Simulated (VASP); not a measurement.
# PbSe (P4/nmm) in VASP: a series of runs

PbSe is run at these levels: PBE; tasks: relaxation of shape and atoms at fixed volume, relaxation of cell and atoms.

Program: VASP 6.6.1. These are calculated values, not measurements. Logs are shortened: lines on timing, memory, paths and dates and some standing lists are left out, and cuts for length are marked.

## (1) The cell of the first run

Symmetry: P4/nmm, No. 129, tetragonal system. Conventional cell: a = 5.404 Å, b = 5.404 Å, c = 4.303 Å, α = 90.00°, β = 90.00°, γ = 90.00°. Pb (site symmetry 4mm) has 8 Se at 3.01 to 4.01 Å and 6 Pb at 4.15 to 4.30 Å within 4.4 Å. Se (site symmetry -4m2) has 8 Pb at 3.01 to 4.01 Å and 4 Se at 3.82 Å within 4.1 Å.

## (2) Relaxation of shape and atoms at fixed volume, PBE (31.41 Å³/atom)

The input, INCAR:

```
PREC     = Accurate       # precision mode
ENCUT    = 600            # plane-wave cutoff, eV
EDIFF    = 1E-7           # SCF threshold, eV
ISMEAR   = 0              # smearing method
SIGMA    = 0.05           # smearing width, eV
LREAL    = F              # projectors in reciprocal space
LASPH    = T              # aspherical terms in the spheres
NELM     = 80             # most SCF steps
ALGO     = Normal         # electronic algorithm
ISIF     = 4              # what is computed and relaxed
LWAVE    = F              # write WAVECAR
LCHARG   = F              # write CHGCAR
GGA      = PE             # functional
IBRION   = 2              # ionic algorithm
NSW      = 60             # ionic steps
EDIFFG   = -0.01          # ionic threshold
```

The input, KPOINTS:

```
regular mesh
0
Gamma
  6 6 8
```

The input, POSCAR:

```
PbSe
1.0
    5.4035739689      0.0000000000      0.0000000000
    0.0000000000      5.4035739689      0.0000000000
    0.0000000000      0.0000000000      4.3026226365
Pb Se
2 2
Direct
    0.5000000000      0.0000000000      0.3104161332
    0.0000000000      0.5000000000      0.6895838668
    0.0000000000      0.0000000000      0.0000000000
    0.5000000000      0.5000000000      0.0000000000
```

Potentials or basis: VASP PAW PBE potentials, release 64 (Pb_d, Se).

On the command line:

```
> cat potpaw_PBE.64/Pb_d/POTCAR potpaw_PBE.64/Se/POTCAR > POTCAR
> mpirun -np 1 vasp_std > vasp.out
```

OUTCAR:

```text
PREC = Accurate
   ENCUT = 600
   EDIFF = 1E-7
   ISMEAR = 0
   LREAL = F
   LASPH = T
   NELM = 80
   ISIF = 4
   GGA = PE
   IBRION = 2
   NSW = 60
   EDIFFG = -0.01

 ion  position               nearest neighbor table
   1  0.500  0.000  0.310-   3 3.01   4 3.01   4 3.01   3 3.01
   2  0.000  0.500  0.690-   3 3.01   4 3.01   3 3.01   4 3.01
   3  0.000  0.000  0.000-   1 3.01   2 3.01   2 3.01   1 3.01
   4  0.500  0.500  0.000-   1 3.01   2 3.01   1 3.01   2 3.01

  LATTYP: Found a simple tetragonal cell.
 ALAT       =     5.4035739689
 C/A-ratio  =     0.7962549715

  Lattice vectors:

 A1 = (   5.4035739689,   0.0000000000,   0.0000000000)
 A2 = (   0.0000000000,   5.4035739689,   0.0000000000)
 A3 = (   0.0000000000,   0.0000000000,   4.3026226365)

Analysis of symmetry for initial positions (statically):
=====================================================================
 Subroutine PRICEL returns:
 Original cell was already a primitive cell.

 Routine SETGRP: Setting up the symmetry group for a
 simple tetragonal supercell.

 Subroutine GETGRP returns: Found 16 space group operations
 (whereof  8 operations were pure point group operations)
 out of a pool of 16 trial point group operations.

The static configuration has the point symmetry D_2d.
 The point group associated with its full space group is D_4h.

Analysis of symmetry for dynamics (positions and initial velocities):
=====================================================================
 Subroutine PRICEL returns:
 Original cell was already a primitive cell.

 Routine SETGRP: Setting up the symmetry group for a
 simple tetragonal supercell.

 Subroutine GETGRP returns: Found 16 space group operations
 (whereof  8 operations were pure point group operations)
 out of a pool of 16 trial point group operations.

The dynamic configuration has the point symmetry D_2d.
 The point group associated with its full space group is D_4h.

 Subroutine INISYM returns: Found 16 space group operations
 (whereof  8 operations are pure point group operations),
 and found     1 'primitive' translations

----------------------------------------------------------------------------------------

                                     Primitive cell

  volume of cell :     125.6306

  direct lattice vectors                    reciprocal lattice vectors
     5.403573969  0.000000000  0.000000000     0.185062702  0.000000000  0.000000000
     0.000000000  5.403573969  0.000000000     0.000000000  0.185062702  0.000000000
     0.000000000  0.000000000  4.302622636     0.000000000  0.000000000  0.232416385

  length of vectors
     5.403573969  5.403573969  4.302622636     0.185062702  0.185062702  0.232416385

  position of ions in fractional coordinates (direct lattice)
     0.500000000  0.000000000  0.310416133
     0.000000000  0.500000000  0.689583867
     0.000000000  0.000000000  0.000000000
     0.500000000  0.500000000  0.000000000

  ion indices of the primitive-cell ions
   primitive index   ion index
                 1           1
                 2           2
                 3           3
                 4           4

----------------------------------------------------------------------------------------

 KPOINTS: regular mesh

Automatic generation of k-mesh.
 Grid dimensions read from file:
 generate k-points for:    6    6    8

 Generating k-lattice:

  Cartesian coordinates                     Fractional coordinates (reciprocal lattice)
     0.030843784  0.000000000  0.000000000     0.166666667  0.000000000  0.000000000
     0.000000000  0.030843784  0.000000000     0.000000000  0.166666667  0.000000000
     0.000000000  0.000000000  0.029052048     0.000000000  0.000000000  0.125000000

  Length of vectors
     0.030843784  0.030843784  0.029052048

  Shift w.r.t. Gamma in fractional coordinates (k-lattice)
     0.000000000  0.000000000  0.000000000

 Subroutine IBZKPT returns following result:
 ===========================================

 Found     50 irreducible k-points:

 Following reciprocal coordinates:
            Coordinates               Weight
  0.000000  0.000000  0.000000      1.000000
  0.166667  0.000000  0.000000      4.000000
  0.333333  0.000000  0.000000      4.000000
  0.500000  0.000000  0.000000      2.000000
  0.166667  0.166667  0.000000      4.000000
  0.333333  0.166667  0.000000      8.000000
[... 16 lines left out ...]
  0.333333  0.000000  0.250000      8.000000
  0.500000  0.000000  0.250000      4.000000
 [... further k-points ...]
   k-points           NKPTS =     50   k-points in BZ     NKDIM =     50   number of bands    NBANDS=     24
   number of dos      NEDOS =    301   number of ions     NIONS =      4
   total plane-waves  NPLWV =  82944
   dimension x,y,z NGX =    48 NGY =   48 NGZ =   36
   dimension x,y,z NGXF=    96 NGYF=   96 NGZF=   72
   ions per type =               2   2
   NGX,Y,Z   is equivalent  to a cutoff of  14.77, 14.77, 13.91 a.u.
   NGXF,Y,Z  is equivalent  to a cutoff of  29.54, 29.54, 27.82 a.u.
 SYSTEM =  unknown system
   PREC   = accura    normal or accurate (medium, high low for compatibility)
   ISTART =      0    job   : 0-new  1-cont  2-samecut
   ICHARG =      2    charge: 1-file 2-atom 10-const
   ISPIN  =      1    spin polarized calculation?
   LNONCOLLINEAR =      F non collinear calculations
   LSORBIT =      F    spin-orbit coupling
   LASPH  =      T    aspherical Exc in radial PAW
   ENCUT  =  600.0 eV  44.10 Ry    6.64 a.u.  10.79 10.79  8.59*2*pi/ulx,y,z
   NELM   =     80;   NELMIN=  2; NELMDL= -5     # of ELM steps
   EDIFF  = 0.1E-06   stopping-criterion for ELM
   LREAL  =      F    real-space projection
   EDIFFG = -.1E-01   stopping-criterion for IOM
   NSW    =     60    number of steps for IOM
   IBRION =      2    ionic relax: 0-MD 1-quasi-New 2-CG
   NFREE  =      1    steps in history (QN), initial steepest desc. (CG)
   ISIF   =      4    stress and relaxation
   ISYM   =      2    0-nonsym 1-usesym 2-fastsym
   POTIM  = 0.5000    time-step for ionic-motion
   TEBEG  =    0.0;   TEEND  =   0.0 temperature during run
   PSTRESS=    0.0 pullay stress
   NELECT =      40.0000    total number of electrons
   NUPDOWN=      -1.0000    fix difference up-down
   EMIN   =  10.00;   EMAX   =-10.00  energy-range for DOS
   EFERMI =   0.00;   METHOD = LEGACY
   ISMEAR =     0;   SIGMA  =   0.05  broadening in eV -4-tet -1-fermi 0-gaus
   EFERMI_NEDOS =   21; number of points for ismear=-14 and -15
   IALGO  =     38    algorithm
   IMIX   =      4    mixing-type and parameters
     AMIX     =   0.40;   BMIX     =  1.00
     AMIX_MAG =   1.60;   BMIX_MAG =  1.00
  volume/ion in A,a.u.               =      31.41       211.95
  Fermi-wavevector in a.u.,A,eV,Ry     =   1.117883  2.112493 17.002688  1.249662
  Thomas-Fermi vector in A             =   2.254509
   LORBIT       =      0    0 simple, 1 ext, 2 COOP (PROOUT), +10 PAW based schemes
   GGA     = PE    functional components
   LHFCALC =     F    Hartree Fock is set to
   AEXX    =    0.0000 exact exchange contribution
   IVDW    =     0    specifies the selected vdW correction
   LEPSILON=     F    determine dielectric tensor
   LRPA    =     F    only Hartree local field effects (RPA)
 conjugate gradient relaxation of ions
 non-spin polarized calculation
 Gauss-broadening in eV      SIGMA  =   0.05
  energy-cutoff  :      600.00
  volume of cell :      125.63
 maximum number of plane-waves:      4228
 NGX is ok and might be reduce to    48
   NGX = 21   NGY = 21   NGZ = 17

--------------------------------------- Ionic step        1  -------------------------------------------

 number of electron      39.9999995 magnetization

 Free energy of the ion-electron system (eV)
  ---------------------------------------------------
  ext. energy  EPLUGINS =         0.00000000
  ---------------------------------------------------
  free energy    TOTEN  =       -15.69550128 eV

  energy without entropy =      -15.69550128  energy(sigma->0) =      -15.69550128

------------------------ aborting loop because EDIFF is reached ----------------------------------------

  FORCE on cell =-STRESS in cart. coord.  units (eV):
  Direction    XX          YY          ZZ          XY          YZ          ZX
  --------------------------------------------------------------------------------------
  -------------------------------------------------------------------------------------
  Total       -0.9279523     -0.9279523     -0.6417565      0.0000000     -0.0000000      0.0000000
  in kB      -11.8342514    -11.8342514     -8.1843733      0.0000000     -0.0000000      0.0000000
  external PRESSURE =     -10.6176253 kB  Pullay stress =       0.0000000 kB
[... 175 lines left out ...]
  energy  without entropy=      -15.6991453560  energy(sigma->0) =      -15.69914536

--------------------------------------- Ionic step        6  -------------------------------------------

 number of electron      39.9999999 magnetization

 Free energy of the ion-electron system (eV)
  ---------------------------------------------------
  ext. energy  EPLUGINS =         0.00000000
  ---------------------------------------------------
  free energy    TOTEN  =       -15.69932343 eV

  energy without entropy =      -15.69932343  energy(sigma->0) =      -15.69932343

 E-fermi :   4.0592     XC(G=0):  -9.1125

 val. band max:        3.8207167245   @ k =   0.5000   0.5000   0.5000
 cond. band min:       4.3431876935   @ k =   0.1667   0.1667   0.3750
 fundamental gap:      0.5224709690
 Fermi energy:         4.0591653969

 k-point     1 :       0.0000    0.0000    0.0000
  band No.  band energies     occupation
      1     -12.8123      2.00000
      2     -12.8055      2.00000
      3     -12.7955      2.00000
      4     -12.7844      2.00000
      5     -12.7844      2.00000
      6     -12.7592      2.00000
[... 637 lines left out ...]
     23       7.3163      0.00000
     24       7.3163      0.00000

 [... further k-points ...]
[... 5 lines left out ...]
  --------------------------------------------------------------------------------------
  -------------------------------------------------------------------------------------
  Total       -0.4339161     -0.4339161     -0.4524329      0.0000000      0.0000000      0.0000000
  in kB       -5.5337671     -5.5337671     -5.7699130      0.0000000      0.0000000      0.0000000
  external PRESSURE =      -5.6124824 kB  Pullay stress =       0.0000000 kB
[... 19 lines left out ...]
  FREE ENERGIE OF THE ION-ELECTRON SYSTEM (eV)
  ---------------------------------------------------
  free  energy   TOTEN  =       -15.6993234282 eV

  energy  without entropy=      -15.6993234282  energy(sigma->0) =      -15.69932343

 reached required accuracy - stopping structural energy minimisation
```

It took 18 min on 1 thread of Oxide Virtual Turin-like, shared host; peak memory 0.36 GiB.

Results:

- Free energy: -15.6993 eV
- Energy gained by relaxing: 1.0 meV/atom
- Ionic steps: 6
- Pressure after relaxing: -0.6 GPa
- Largest force after relaxing: 0.004 eV/Å
- Band gap on the k mesh: 0.52 eV (least direct gap 0.99 eV)

Forces in eV/Å, atoms in the order of the input:
```
Pb   0.000  0.000 -0.004
Pb   0.000  0.000  0.004
Se   0.000  0.000  0.000
Se   0.000  0.000  0.000
```

The path:
| step | energy change (eV) | largest force (eV/Å) | pressure (GPa) | volume (Å³) |
| --- | --- | --- | --- | --- |
| 1 | 0.0000 | 0.0775 | -1.06 | 125.63 |
| 2 | -0.0011 | 0.0694 | -0.98 | 125.63 |
| 3 | -0.0031 | 0.0442 | -0.74 | 125.63 |
| 4 | -0.0034 | 0.0323 | -0.63 | 125.63 |
| 5 | -0.0036 | 0.0197 | -0.60 | 125.63 |
| 6 | -0.0038 | 0.0037 | -0.56 | 125.63 |

Final structure:
```yaml
crystal:
  lattice:
    - [5.37605, 0.00000, 0.00000]
    - [0.00000, 5.37605, 0.00000]
    - [0.00000, 0.00000, 4.34679]
  atoms:
    - { symbol: Pb, position: [0.50000, 0.00000, 0.30364] }
    - { symbol: Pb, position: [0.00000, 0.50000, 0.69636] }
    - { symbol: Se, position: [0.00000, 0.00000, 0.00000] }
    - { symbol: Se, position: [0.50000, 0.50000, 0.00000] }
```

Caveat: spin-orbit coupling is left out, which moves the levels of the heavy elements.

(Continued in part 2 of 2.)
